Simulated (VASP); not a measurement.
# Cr (Im-3m) in VASP: single point with LDA

Aim: the single point of Cr with LDA.

All numbers are computed with VASP 6.6.1; they aren't measurements. Logs are shortened: lines on timing, memory, paths and dates and some standing lists are left out, and cuts for length are marked.

### 1 The cell of the first run

Symmetry: Im-3m, No. 229, cubic system. Conventional cell: a = 2.788 Å, b = 2.788 Å, c = 2.788 Å, α = 90.00°, β = 90.00°, γ = 90.00°. Within 3.2 Å of Cr (site symmetry m-3m) lie 14 Cr at 2.41 to 2.79 Å.

### 2 Single point, LDA, collinear spin, antiferromagnetic start

INCAR

```
SYSTEM = Cr
PREC = Accurate ; ENCUT = 520
EDIFF = 1E-6 ; ISMEAR = 0
SIGMA = 0.05 ; LREAL = .False.
LASPH = .True. ; NELM = 150
ALGO = Normal ; ISIF = 2
LWAVE = .False. ; LCHARG = .False.
ISPIN = 2 ; MAGMOM = 2 -2
LORBIT = 11 ; LMAXMIX = 4
NBANDS = 23
```

KPOINTS

```
Automatic mesh
0
Gamma
  20 20 10
  0 0 0
```

POSCAR

```
Cr
1.0
    0.0000000000      2.7882902288      0.0000000000
    2.7882902288      0.0000000000      0.0000000000
    2.7882902288      2.7882902288     -2.7882902288
Cr
2
Direct
    0.0000000000      0.0000000000      0.0000000000
    0.0000000000      0.0000000000      0.5000000000
```

Potentials or basis: VASP PAW LDA potentials, release 64 (Cr_pv).

The run is started by

```console
$ cat potpaw_LDA.64/Cr_pv/POTCAR > POTCAR
$ mpirun -np 1 vasp_std > vasp.out
```

OUTCAR:

```text
SYSTEM = Cr
   PREC = Accurate
   ENCUT = 520
   EDIFF = 1E-6
   ISMEAR = 0
   LREAL = .False.
   LASPH = .True.
   NELM = 150
   ISIF = 2
   ISPIN = 2
   LORBIT = 11

 ion  position               nearest neighbor table
   1  0.000  0.000  0.000-   2 2.41   2 2.41   2 2.41   2 2.41   2 2.41   2 2.41   2 2.41   2 2.41

   2  0.000  0.000  0.500-   1 2.41   1 2.41   1 2.41   1 2.41   1 2.41   1 2.41   1 2.41   1 2.41

  LATTYP: Found a simple cubic cell.
 ALAT       =     2.7882902288

  Lattice vectors:

 A1 = (   0.0000000000,   2.7882902288,   0.0000000000)
 A2 = (   2.7882902288,   0.0000000000,   0.0000000000)
 A3 = (   0.0000000000,   0.0000000000,  -2.7882902288)

Analysis of symmetry for initial positions (statically):
=====================================================================
 Subroutine PRICEL returns following result:

  LATTYP: Found a body centered cubic cell.
 ALAT       =     2.7882902288

  Lattice vectors:

 A1 = (  -1.3941451144,  -1.3941451144,  -1.3941451144)
 A2 = (  -1.3941451144,   1.3941451144,   1.3941451144)
 A3 = (   1.3941451144,   1.3941451144,  -1.3941451144)

   2 primitive cells build up your supercell.

 Routine SETGRP: Setting up the symmetry group for a
 simple cubic supercell.

 Subroutine GETGRP returns: Found 48 space group operations
 (whereof 48 operations were pure point group operations)
 out of a pool of 48 trial point group operations.

The static configuration has the point symmetry O_h .

Analysis of symmetry for dynamics (positions and initial velocities):
=====================================================================
 Subroutine PRICEL returns following result:

  LATTYP: Found a body centered cubic cell.
 ALAT       =     2.7882902288

  Lattice vectors:

 A1 = (  -1.3941451144,  -1.3941451144,  -1.3941451144)
 A2 = (  -1.3941451144,   1.3941451144,   1.3941451144)
 A3 = (   1.3941451144,   1.3941451144,  -1.3941451144)

   2 primitive cells build up your supercell.

 Routine SETGRP: Setting up the symmetry group for a
 simple cubic supercell.

 Subroutine GETGRP returns: Found 48 space group operations
 (whereof 48 operations were pure point group operations)
 out of a pool of 48 trial point group operations.

The dynamic configuration has the point symmetry O_h .

Analysis of structural, dynamic, and magnetic symmetry:
=====================================================================
 Subroutine PRICEL returns following result:

  LATTYP: Found a body centered cubic cell.
 ALAT       =     2.7882902288

  Lattice vectors:

 A1 = (  -1.3941451144,  -1.3941451144,  -1.3941451144)
 A2 = (  -1.3941451144,   1.3941451144,   1.3941451144)
 A3 = (   1.3941451144,   1.3941451144,  -1.3941451144)

   2 primitive cells build up your supercell.

 Routine SETGRP: Setting up the symmetry group for a
 simple cubic supercell.

 Subroutine GETGRP returns: Found 48 space group operations
 (whereof 48 operations were pure point group operations)
 out of a pool of 48 trial point group operations.

The overall configuration has the point symmetry O_h .

 Subroutine INISYM returns: Found 48 space group operations
 (whereof 48 operations are pure point group operations),
 and found     2 'primitive' translations

----------------------------------------------------------------------------------------

                                     Primitive cell

  volume of cell :      10.8389

  direct lattice vectors                    reciprocal lattice vectors
    -1.394145114 -1.394145114 -1.394145114    -0.358642723  0.000000000 -0.358642723
    -1.394145114  1.394145114  1.394145114    -0.358642723  0.358642723  0.000000000
     1.394145114  1.394145114 -1.394145114     0.000000000  0.358642723 -0.358642723

  length of vectors
     2.414730171  2.414730171  2.414730171     0.507197403  0.507197403  0.507197403

  position of ions in fractional coordinates (direct lattice)
     0.000000000  0.000000000  0.000000000

  ion indices of the primitive-cell ions
   primitive index   ion index
                 1           1

----------------------------------------------------------------------------------------

 KPOINTS: Automatic mesh

Automatic generation of k-mesh.
 Grid dimensions read from file:
 generate k-points for:   20   20   10

 Generating k-lattice:

  Cartesian coordinates                     Fractional coordinates (reciprocal lattice)
     0.000000000  0.017932136  0.017932136     0.050000000  0.000000000  0.000000000
     0.017932136  0.000000000  0.017932136     0.000000000  0.050000000  0.000000000
     0.000000000  0.000000000 -0.035864272     0.000000000  0.000000000  0.100000000

  Length of vectors
     0.025359870  0.025359870  0.035864272

  Shift w.r.t. Gamma in fractional coordinates (k-lattice)
     0.000000000  0.000000000  0.000000000

 Subroutine IBZKPT returns following result:
 ===========================================

 Found    146 irreducible k-points:

 Following reciprocal coordinates:
            Coordinates               Weight
  0.000000  0.000000  0.000000      1.000000
  0.050000  0.000000  0.000000     12.000000
  0.100000  0.000000  0.000000     12.000000
  0.150000  0.000000  0.000000     12.000000
  0.200000  0.000000  0.000000     12.000000
  0.250000  0.000000  0.000000     12.000000
[... 16 lines left out ...]
  0.200000  0.100000  0.000000     48.000000
  0.250000  0.100000 -0.000000     48.000000
 [... further k-points ...]
   k-points           NKPTS =    146   k-points in BZ     NKDIM =    146   number of bands    NBANDS=     23
   number of dos      NEDOS =    301   number of ions     NIONS =      2
   total plane-waves  NPLWV =  20736
   dimension x,y,z NGX =    24 NGY =   24 NGZ =   36
   dimension x,y,z NGXF=    48 NGYF=   48 NGZF=   72
   ions per type =               2
   NGX,Y,Z   is equivalent  to a cutoff of  14.31, 14.31, 12.39 a.u.
   NGXF,Y,Z  is equivalent  to a cutoff of  28.62, 28.62, 24.78 a.u.
 SYSTEM =  Cr
   PREC   = accura    normal or accurate (medium, high low for compatibility)
   ISTART =      0    job   : 0-new  1-cont  2-samecut
   ICHARG =      2    charge: 1-file 2-atom 10-const
   ISPIN  =      2    spin polarized calculation?
   LNONCOLLINEAR =      F non collinear calculations
   LSORBIT =      F    spin-orbit coupling
   LASPH  =      T    aspherical Exc in radial PAW
   ENCUT  =  520.0 eV  38.22 Ry    6.18 a.u.   5.18  5.18  8.98*2*pi/ulx,y,z
   NELM   =    150;   NELMIN=  2; NELMDL= -5     # of ELM steps
   EDIFF  = 0.1E-05   stopping-criterion for ELM
   LREAL  =      F    real-space projection
   EDIFFG = 0.1E-04   stopping-criterion for IOM
   NSW    =      0    number of steps for IOM
   IBRION =     -1    ionic relax: 0-MD 1-quasi-New 2-CG
   NFREE  =      0    steps in history (QN), initial steepest desc. (CG)
   ISIF   =      2    stress and relaxation
   ISYM   =      2    0-nonsym 1-usesym 2-fastsym
   POTIM  = 0.5000    time-step for ionic-motion
   TEBEG  =    0.0;   TEEND  =   0.0 temperature during run
   PSTRESS=    0.0 pullay stress
   NELECT =      24.0000    total number of electrons
   NUPDOWN=      -1.0000    fix difference up-down
   EMIN   =  10.00;   EMAX   =-10.00  energy-range for DOS
   EFERMI =   0.00;   METHOD = LEGACY
   ISMEAR =     0;   SIGMA  =   0.05  broadening in eV -4-tet -1-fermi 0-gaus
   EFERMI_NEDOS =   21; number of points for ismear=-14 and -15
   IALGO  =     38    algorithm
   IMIX   =      4    mixing-type and parameters
     AMIX     =   0.40;   BMIX     =  1.00
     AMIX_MAG =   1.60;   BMIX_MAG =  1.00
  volume/ion in A,a.u.               =      10.84        73.14
  Fermi-wavevector in a.u.,A,eV,Ry     =   1.693586  3.200414 39.024689  2.868234
  Thomas-Fermi vector in A             =   2.774965
   LORBIT       =     11    0 simple, 1 ext, 2 COOP (PROOUT), +10 PAW based schemes
   GGA     = CA    functional components
   LHFCALC =     F    Hartree Fock is set to
   AEXX    =    0.0000 exact exchange contribution
   IVDW    =     0    specifies the selected vdW correction
   LEPSILON=     F    determine dielectric tensor
   LRPA    =     F    only Hartree local field effects (RPA)
 spin polarized calculation
 Gauss-broadening in eV      SIGMA  =   0.05
  energy-cutoff  :      520.00
  volume of cell :       21.68
 maximum number of plane-waves:       624
 NGX is ok and might be reduce to    24
   NGX = 11   NGY = 11   NGZ = 17

 number of electron      24.0000007 magnetization       0.0000000

 number of electron      24.0000007 magnetization      -0.0000000

 Free energy of the ion-electron system (eV)
  ---------------------------------------------------
  ext. energy  EPLUGINS =         0.00000000
  ---------------------------------------------------
  free energy    TOTEN  =       -21.26162549 eV

  energy without entropy =      -21.25996466  energy(sigma->0) =      -21.26079508

 E-fermi :  11.7438     XC(G=0): -14.3793

 val. band max:       11.7365096833   @ k =   0.1500   0.1000   0.1000
 cond. band min:      11.7664294801   @ k =   0.1500   0.0500  -0.0000
 fundamental gap:      0.0299197968
 Fermi energy:        11.7437501900

 spin component 1

 k-point     1 :       0.0000    0.0000    0.0000
  band No.  band energies     occupation
      1     -31.2973      1.00000
      2     -31.2973      1.00000
      3     -31.2973      1.00000
      4     -30.5152      1.00000
      5     -30.5152      1.00000
      6     -30.5152      1.00000
[... 613 lines left out ...]
     22      27.0688      0.00000
     23      27.6812      0.00000

 [... further k-points ...]

 spin component 2

 k-point     1 :       0.0000    0.0000    0.0000
  band No.  band energies     occupation
      1     -31.2973      1.00000
      2     -31.2973      1.00000
      3     -31.2973      1.00000
      4     -30.5152      1.00000
      5     -30.5152      1.00000
      6     -30.5152      1.00000
[... 613 lines left out ...]
     22      27.0688      0.00000
     23      27.6812      0.00000

 [... further k-points ...]
[... 5 lines left out ...]
  --------------------------------------------------------------------------------------
  -------------------------------------------------------------------------------------
  Total        0.0060120      0.0060120      0.0060120      0.0000000     -0.0000000      0.0000000
  in kB        0.4443434      0.4443434      0.4443434      0.0000000     -0.0000000      0.0000000
  external PRESSURE =       0.4443434 kB  Pullay stress =       0.0000000 kB

 VOLUME and BASIS-vectors are now :
 -----------------------------------------------------------------------------
  energy-cutoff  :      520.00
  volume of cell :       21.68
      direct lattice vectors                 reciprocal lattice vectors
     0.000000000  2.788290229  0.000000000     0.000000000  0.358642723  0.358642723
     2.788290229  0.000000000  0.000000000     0.358642723  0.000000000  0.358642723
     2.788290229  2.788290229 -2.788290229     0.000000000  0.000000000 -0.358642723

 POSITION                                       TOTAL-FORCE (eV/Angst)
 -----------------------------------------------------------------------------------
      0.00000      0.00000      0.00000        -0.000000     -0.000000     -0.000000
      1.39415      1.39415     -1.39415         0.000000      0.000000      0.000000
 -----------------------------------------------------------------------------------
    total drift:                                0.000000      0.000000     -0.000000

  FREE ENERGIE OF THE ION-ELECTRON SYSTEM (eV)
  ---------------------------------------------------
  free  energy   TOTEN  =       -21.2616254918 eV

  energy  without entropy=      -21.2599646601  energy(sigma->0) =      -21.26079508

 total charge

# of ion       s       p       d       tot
------------------------------------------
    1        0.449   6.442   4.315  11.205
    2        0.449   6.442   4.315  11.205
--------------------------------------------------
tot          0.898  12.883   8.629  22.410

 magnetization (x)

# of ion       s       p       d       tot
------------------------------------------
    1        0.000   0.000  -0.000  -0.000
    2       -0.000  -0.000   0.000   0.000
--------------------------------------------------
tot          0.000   0.000   0.000   0.000
```

Run time: 91 s. Hardware: 1 thread of Intel Xeon Platinum 8559C (Emerald Rapids), shared host; peak memory 0.22 GiB.

Results:

* Free energy: -21.2616 eV
* Pressure: 0.0 GPa
* Band gap on the k mesh: zero (filled and empty bands overlap)
* Net moment: 0.00 μB per cell
* Valence electrons inside the program's atomic spheres: Cr 11.21

Caveat: an empty level that is flat over the whole mesh can mark a ghost state of the potentials, or a narrow d or f band.
